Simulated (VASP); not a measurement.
# KBeBr (P4/nmm) in VASP: notebook

The runs below take KBeBr through single point, relaxation of cell and atoms, with PBE.

Everything below comes from runs of VASP 6.6.1. Logs are shortened: lines on timing, memory, paths and dates and some standing lists are left out, and cuts for length are marked.

**1. The cell of the first run**

It takes space group P4/nmm (No. 129, tetragonal). The conventional cell has a = 4.705 Å, b = 4.705 Å, c = 6.655 Å, α = 90.00°, β = 90.00°, γ = 90.00°. K (site symmetry -4m2) has 4 Br at 2.88 Å and 2 Be at 3.33 Å and 4 K at 3.33 Å within 3.8 Å. Be (site symmetry -4m2) has 4 Br at 2.88 Å and 2 K at 3.33 Å and 4 Be at 3.33 Å within 3.8 Å. Within 3.8 Å of Br (site symmetry 4mm) lie 4 K at 2.88 Å and 4 Be at 2.88 Å.

**2. Single point, PBE**

The input, INCAR:

```
SYSTEM = KBeBr
PREC = Accurate
ENCUT = 520
EDIFF = 1E-7
ISMEAR = 0
SIGMA = 0.1
LREAL = .False.
LASPH = .True.
NELM = 80
ALGO = Normal
ISIF = 2
LWAVE = .False.
LCHARG = .False.
GGA = PE
NBANDS = 27
```

The input, KPOINTS:

```
regular mesh
0
Gamma
  4 4 4
  0 0 0
```

The input, POSCAR:

```
KBeBr
1.0
    4.7054698000      0.0000000000      0.0000000000
    0.0000000000      4.7054698000      0.0000000000
    0.0000000000      0.0000000000      6.6545392000
K Be Br
2 2 2
Direct
    0.5000000000      0.5000000000      0.5000000000
    0.0000000000      0.0000000000      0.5000000000
    0.0000000000      0.0000000000      0.0000000000
    0.5000000000      0.5000000000      0.0000000000
    0.5000000000      0.0000000000      0.7500000000
    0.0000000000      0.5000000000      0.2500000000
```

Potentials or basis: VASP PAW PBE potentials, release 64 (K_sv, Be, Br).

Command:

```
$ cat potpaw_PBE.64/K_sv/POTCAR potpaw_PBE.64/Be/POTCAR potpaw_PBE.64/Br/POTCAR > POTCAR
$ mpirun -np 1 vasp_std > vasp.out
```

OUTCAR:

```text
SYSTEM = KBeBr
   PREC = Accurate
   ENCUT = 520
   EDIFF = 1E-7
   ISMEAR = 0
   LREAL = .False.
   LASPH = .True.
   NELM = 80
   ISIF = 2
   GGA = PE

 ion  position               nearest neighbor table
   1  0.500  0.500  0.500-   5 2.88   6 2.88   5 2.88   6 2.88   2 3.33   2 3.33   2 3.33   2 3.33

   2  0.000  0.000  0.500-   5 2.88   6 2.88   6 2.88   5 2.88   1 3.33   1 3.33   1 3.33   1 3.33

   3  0.000  0.000  0.000-
   4  0.500  0.500  0.000-
   5  0.500  0.000  0.750-   1 2.88   2 2.88   1 2.88   2 2.88
   6  0.000  0.500  0.250-   1 2.88   2 2.88   2 2.88   1 2.88

  LATTYP: Found a simple tetragonal cell.
 ALAT       =     4.7054698000
 C/A-ratio  =     1.4142135606

  Lattice vectors:

 A1 = (   4.7054698000,   0.0000000000,   0.0000000000)
 A2 = (   0.0000000000,   4.7054698000,   0.0000000000)
 A3 = (   0.0000000000,   0.0000000000,   6.6545392000)

Analysis of symmetry for initial positions (statically):
=====================================================================
 Subroutine PRICEL returns:
 Original cell was already a primitive cell.

 Routine SETGRP: Setting up the symmetry group for a
 simple tetragonal supercell.

 Subroutine GETGRP returns: Found 16 space group operations
 (whereof  8 operations were pure point group operations)
 out of a pool of 16 trial point group operations.

The static configuration has the point symmetry D_2d.
 The point group associated with its full space group is D_4h.

Analysis of symmetry for dynamics (positions and initial velocities):
=====================================================================
 Subroutine PRICEL returns:
 Original cell was already a primitive cell.

 Routine SETGRP: Setting up the symmetry group for a
 simple tetragonal supercell.

 Subroutine GETGRP returns: Found 16 space group operations
 (whereof  8 operations were pure point group operations)
 out of a pool of 16 trial point group operations.

The dynamic configuration has the point symmetry D_2d.
 The point group associated with its full space group is D_4h.

 Subroutine INISYM returns: Found 16 space group operations
 (whereof  8 operations are pure point group operations),
 and found     1 'primitive' translations

----------------------------------------------------------------------------------------

                                     Primitive cell

  volume of cell :     147.3411

  direct lattice vectors                    reciprocal lattice vectors
     4.705469800  0.000000000  0.000000000     0.212518631  0.000000000  0.000000000
     0.000000000  4.705469800  0.000000000     0.000000000  0.212518631  0.000000000
     0.000000000  0.000000000  6.654539200     0.000000000  0.000000000  0.150273365

  length of vectors
     4.705469800  4.705469800  6.654539200     0.212518631  0.212518631  0.150273365

  position of ions in fractional coordinates (direct lattice)
     0.500000000  0.500000000  0.500000000
     0.000000000  0.000000000  0.500000000
     0.000000000  0.000000000  0.000000000
     0.500000000  0.500000000  0.000000000
     0.500000000  0.000000000  0.750000000
     0.000000000  0.500000000  0.250000000

  ion indices of the primitive-cell ions
   primitive index   ion index
                 1           1
                 2           2
                 3           3
                 4           4
                 5           5
                 6           6

----------------------------------------------------------------------------------------

 KPOINTS: regular mesh

Automatic generation of k-mesh.
 Grid dimensions read from file:
 generate k-points for:    4    4    4

 Generating k-lattice:

  Cartesian coordinates                     Fractional coordinates (reciprocal lattice)
     0.053129658  0.000000000  0.000000000     0.250000000  0.000000000  0.000000000
     0.000000000  0.053129658  0.000000000     0.000000000  0.250000000  0.000000000
     0.000000000  0.000000000  0.037568341     0.000000000  0.000000000  0.250000000

  Length of vectors
     0.053129658  0.053129658  0.037568341

  Shift w.r.t. Gamma in fractional coordinates (k-lattice)
     0.000000000  0.000000000  0.000000000

 Subroutine IBZKPT returns following result:
 ===========================================

 Found     18 irreducible k-points:

 Following reciprocal coordinates:
            Coordinates               Weight
  0.000000  0.000000  0.000000      1.000000
  0.250000  0.000000  0.000000      4.000000
  0.500000  0.000000  0.000000      2.000000
  0.250000  0.250000  0.000000      4.000000
  0.500000  0.250000  0.000000      4.000000
  0.500000  0.500000  0.000000      1.000000
[... 10 lines left out ...]
  0.500000  0.250000  0.500000      4.000000
  0.500000  0.500000  0.500000      1.000000
   k-points           NKPTS =     18   k-points in BZ     NKDIM =     18   number of bands    NBANDS=     27
   number of dos      NEDOS =    301   number of ions     NIONS =      6
   total plane-waves  NPLWV =  64800
   dimension x,y,z NGX =    36 NGY =   36 NGZ =   50
   dimension x,y,z NGXF=    72 NGYF=   72 NGZF=  100
   ions per type =               2   2   2
   NGX,Y,Z   is equivalent  to a cutoff of  12.72, 12.72, 12.49 a.u.
   NGXF,Y,Z  is equivalent  to a cutoff of  25.44, 25.44, 24.98 a.u.
 SYSTEM =  KBeBr
   PREC   = accura    normal or accurate (medium, high low for compatibility)
   ISTART =      0    job   : 0-new  1-cont  2-samecut
   ICHARG =      2    charge: 1-file 2-atom 10-const
   ISPIN  =      1    spin polarized calculation?
   LNONCOLLINEAR =      F non collinear calculations
   LSORBIT =      F    spin-orbit coupling
   LASPH  =      T    aspherical Exc in radial PAW
   ENCUT  =  520.0 eV  38.22 Ry    6.18 a.u.   8.75  8.75 12.37*2*pi/ulx,y,z
   NELM   =     80;   NELMIN=  2; NELMDL= -5     # of ELM steps
   EDIFF  = 0.1E-06   stopping-criterion for ELM
   LREAL  =      F    real-space projection
   EDIFFG = 0.1E-05   stopping-criterion for IOM
   NSW    =      0    number of steps for IOM
   IBRION =     -1    ionic relax: 0-MD 1-quasi-New 2-CG
   NFREE  =      0    steps in history (QN), initial steepest desc. (CG)
   ISIF   =      2    stress and relaxation
   ISYM   =      2    0-nonsym 1-usesym 2-fastsym
   POTIM  = 0.5000    time-step for ionic-motion
   TEBEG  =    0.0;   TEEND  =   0.0 temperature during run
   PSTRESS=    0.0 pullay stress
   NELECT =      36.0000    total number of electrons
   NUPDOWN=      -1.0000    fix difference up-down
   EMIN   =  10.00;   EMAX   =-10.00  energy-range for DOS
   EFERMI =   0.00;   METHOD = LEGACY
   ISMEAR =     0;   SIGMA  =   0.10  broadening in eV -4-tet -1-fermi 0-gaus
   EFERMI_NEDOS =   21; number of points for ismear=-14 and -15
   IALGO  =     38    algorithm
   IMIX   =      4    mixing-type and parameters
     AMIX     =   0.40;   BMIX     =  1.00
     AMIX_MAG =   1.60;   BMIX_MAG =  1.00
  volume/ion in A,a.u.               =      24.56       165.72
  Fermi-wavevector in a.u.,A,eV,Ry     =   1.023452  1.934045 14.251490  1.047455
  Thomas-Fermi vector in A             =   2.157187
   LORBIT       =      0    0 simple, 1 ext, 2 COOP (PROOUT), +10 PAW based schemes
   GGA     = PE    functional components
   LHFCALC =     F    Hartree Fock is set to
   AEXX    =    0.0000 exact exchange contribution
   IVDW    =     0    specifies the selected vdW correction
   LEPSILON=     F    determine dielectric tensor
   LRPA    =     F    only Hartree local field effects (RPA)
 non-spin polarized calculation
 Gauss-broadening in eV      SIGMA  =   0.10
  energy-cutoff  :      520.00
  volume of cell :      147.34
 maximum number of plane-waves:      4024
 NGX is ok and might be reduce to    36
   NGX = 17   NGY = 17   NGZ = 25

 number of electron      35.9999997 magnetization

 Free energy of the ion-electron system (eV)
  ---------------------------------------------------
  ext. energy  EPLUGINS =         0.00000000
  ---------------------------------------------------
  free energy    TOTEN  =        -9.11014121 eV

  energy without entropy =       -9.09753717  energy(sigma->0) =       -9.10383919

 E-fermi :   3.2462     XC(G=0):  -8.3682

 val. band max:        3.2229779135   @ k =   0.0000   0.0000   0.2500
 cond. band min:       3.2644657812   @ k =   0.5000   0.5000   0.5000
 fundamental gap:      0.0414878677
 Fermi energy:         3.2461689632

 k-point     1 :       0.0000    0.0000    0.0000
  band No.  band energies     occupation
      1     -28.5625      2.00000
      2     -28.3683      2.00000
      3     -13.8860      2.00000
      4     -13.4589      2.00000
      5     -12.5000      2.00000
      6     -12.5000      2.00000
[... 19 lines left out ...]
     26       7.3769      0.00000
     27       7.3782      0.00000

 k-point     2 :       0.2500    0.0000    0.0000
  band No.  band energies     occupation
      1     -28.5330      2.00000
      2     -28.3957      2.00000
      3     -13.8948      2.00000
      4     -13.5925      2.00000
      5     -12.4009      2.00000
      6     -12.3535      2.00000
[... 19 lines left out ...]
     26       6.9434      0.00000
     27       7.9288      0.00000

 k-point     3 :       0.5000    0.0000    0.0000
  band No.  band energies     occupation
      1     -28.4633      2.00000
      2     -28.4633      2.00000
      3     -13.8106      2.00000
      4     -13.8106      2.00000
      5     -12.1540      2.00000
      6     -12.1540      2.00000
[... 414 lines left out ...]
      1     -28.4614      2.00000
      2     -28.4614      2.00000
      3     -13.9161      2.00000
      4     -13.9161      2.00000
      5     -12.1701      2.00000
      6     -12.1701      2.00000
[... 19 lines left out ...]
     26       7.1397      0.00000
     27       8.0998      0.00000

 k-point    18 :       0.5000    0.5000    0.5000
  band No.  band energies     occupation
      1     -28.4595      2.00000
      2     -28.4595      2.00000
      3     -14.0119      2.00000
      4     -14.0119      2.00000
      5     -12.0388      2.00000
      6     -12.0388      2.00000
[... 19 lines left out ...]
     26       7.3889      0.00000
     27       8.2499      0.00000

------------------------ aborting loop because EDIFF is reached ----------------------------------------

  FORCE on cell =-STRESS in cart. coord.  units (eV):
  Direction    XX          YY          ZZ          XY          YZ          ZX
  --------------------------------------------------------------------------------------
  -------------------------------------------------------------------------------------
  Total       12.8876415     12.8876415     10.8950246      0.0000000      0.0000000     -0.0000000
  in kB      140.1393380    140.1393380    118.4717569      0.0000000      0.0000000     -0.0000000
  external PRESSURE =     132.9168110 kB  Pullay stress =       0.0000000 kB

 VOLUME and BASIS-vectors are now :
 -----------------------------------------------------------------------------
  energy-cutoff  :      520.00
  volume of cell :      147.34
      direct lattice vectors                 reciprocal lattice vectors
     4.705469800  0.000000000  0.000000000     0.212518631  0.000000000  0.000000000
     0.000000000  4.705469800  0.000000000     0.000000000  0.212518631  0.000000000
     0.000000000  0.000000000  6.654539200     0.000000000  0.000000000  0.150273365

 POSITION                                       TOTAL-FORCE (eV/Angst)
 -----------------------------------------------------------------------------------
      2.35273      2.35273      3.32727         0.000000     -0.000000     -0.000000
      0.00000      0.00000      3.32727        -0.000000     -0.000000     -0.000000
      0.00000      0.00000      0.00000        -0.000000     -0.000000     -0.000000
      2.35273      2.35273      0.00000         0.000000      0.000000     -0.000000
      2.35273      0.00000      4.99090        -0.000000     -0.000000      0.204785
      0.00000      2.35273      1.66363         0.000000     -0.000000     -0.204785
 -----------------------------------------------------------------------------------
    total drift:                                0.000000      0.000000      0.000000

  FREE ENERGIE OF THE ION-ELECTRON SYSTEM (eV)
  ---------------------------------------------------
  free  energy   TOTEN  =        -9.1101412091 eV

  energy  without entropy=       -9.0975371680  energy(sigma->0) =       -9.10383919
```

Wall time 38 s (1 thread of AMD EPYC 9R45 (Zen 5), shared host); peak memory 0.23 GiB.

Results:

```
Free energy            : -9.1101 eV
Pressure               : 13.3 GPa
Largest force          : 0.205 eV/Å
Band gap on the k mesh : zero (bands 18 and 19 overlap by 0.07 eV)
```

Forces on the atoms (eV/Å):
```
K    0.000  0.000  0.000
K    0.000  0.000  0.000
Be   0.000  0.000  0.000
Be   0.000  0.000  0.000
Br   0.000  0.000  0.205
Br   0.000  0.000 -0.205
```

Stress tensor (GPa, compression positive):
```
14.01  0.00  0.00
 0.00 14.01  0.00
 0.00  0.00 11.85
```

Levels at points of the mesh, in eV from the Fermi level:
```
           k point  band 15  band 16  band 17  band 18  band 19  band 20  band 21  band 22
(0.00, 0.00, 0.00)    -4.84    -4.84    -2.11    -0.44     0.07     1.69     1.69     2.14
(0.50, 0.00, 0.00)    -4.82    -4.82    -0.58    -0.58     1.28     1.28     2.08     2.08
(0.50, 0.50, 0.00)    -4.89    -4.89    -0.24    -0.24     0.05     0.05     2.98     2.98
(0.00, 0.00, 0.50)    -4.54    -4.54    -1.19    -0.42    -0.05     1.27     1.69     1.69
(0.50, 0.00, 0.50)    -4.84    -4.84    -0.72    -0.72     1.42     1.42     2.15     2.15
(0.50, 0.50, 0.50)    -4.98    -4.98     0.02     0.02     0.25     0.25     2.30     2.30
```

Caveat: the cell stands under pressure.

**3. Single point, PBE**

This run uses another cell than the first one, of 47.72 Å³/atom.

The input, INCAR:

```
SYSTEM = KBeBr
PREC = Accurate ; ENCUT = 520
EDIFF = 1E-6 ; ISMEAR = 0
SIGMA = 0.02 ; LREAL = .False.
LASPH = .True. ; NELM = 100
ALGO = Normal ; ISIF = 2
LWAVE = .False. ; LCHARG = .True.
GGA = PE ; LELF = .True.
LVHAR = .True. ; NBANDS = 27
```

The input, KPOINTS:

```
Automatic mesh
0
Gamma
  6 6 4
  0 0 0
```

The input, POSCAR:

```
KBeBr
1.0
    6.0852079641      0.0000000000      0.0000000000
    0.0000000000      6.0852079641      0.0000000000
    0.0000000000      0.0000000000      7.7317038717
K Be Br
2 2 2
Direct
    0.5000000000      0.5000000000      0.5000000000
    0.0000000000      0.0000000000      0.5000000000
    0.0000000000      0.0000000000      0.0000000000
    0.5000000000      0.5000000000      0.0000000000
    0.5000000000      0.0000000000      0.6366973644
    0.0000000000      0.5000000000      0.3633026356
```

Potentials or basis: VASP PAW PBE potentials, release 64 (K_sv, Be, Br).

Command:

```
$ cat potpaw_PBE.64/K_sv/POTCAR potpaw_PBE.64/Be/POTCAR potpaw_PBE.64/Br/POTCAR > POTCAR
$ mpirun -np 1 vasp_std > vasp.out
```

Run time: 2.1 min. Hardware: 1 thread of Intel Xeon 6975P-C (Granite Rapids), shared host; peak memory 0.51 GiB.

Results (log left out):

* Free energy: -12.2120 eV
* Pressure: 0.0 GPa
* Largest force: 0.009 eV/Å
* Band gap on the k mesh: 1.66 eV

Forces on the atoms (eV/Å):
```
K    0.000  0.000  0.000
K    0.000  0.000  0.000
Be   0.000  0.000  0.000
Be   0.000  0.000  0.000
Br   0.000  0.000  0.009
Br   0.000  0.000 -0.009
```

Levels at points of the mesh, in eV from the valence-band top:
| k point | band 14 | band 15 | band 16 | band 17 | band 18 | band 19 | band 20 | band 21 | band 22 | band 23 |
| --- | --- | --- | --- | --- | --- | --- | --- | --- | --- | --- |
| (0.00, 0.00, 0.00) | -1.72 | -1.68 | -1.68 | -1.12 | -0.07 | 2.40 | 2.50 | 2.50 | 3.18 | 4.19 |
| (0.50, 0.00, 0.00) | -1.79 | -1.76 | -1.76 | -0.61 | -0.61 | 2.70 | 2.70 | 3.15 | 3.15 | 3.17 |
| (0.50, 0.50, 0.00) | -1.78 | -1.63 | -1.63 | -0.54 | -0.54 | 1.81 | 1.81 | 2.83 | 2.83 | 4.53 |
| (0.00, 0.00, 0.50) | -1.76 | -1.70 | -1.70 | -0.79 | 0.00 | 1.66 | 2.46 | 2.46 | 2.82 | 4.21 |
| (0.50, 0.00, 0.50) | -1.79 | -1.69 | -1.69 | -0.60 | -0.60 | 2.45 | 2.45 | 3.10 | 3.10 | 3.23 |
| (0.50, 0.50, 0.50) | -1.89 | -1.66 | -1.66 | -0.51 | -0.51 | 2.00 | 2.00 | 2.70 | 2.70 | 4.51 |

A k mesh can miss the band edges.

[end of part 1 of 2]
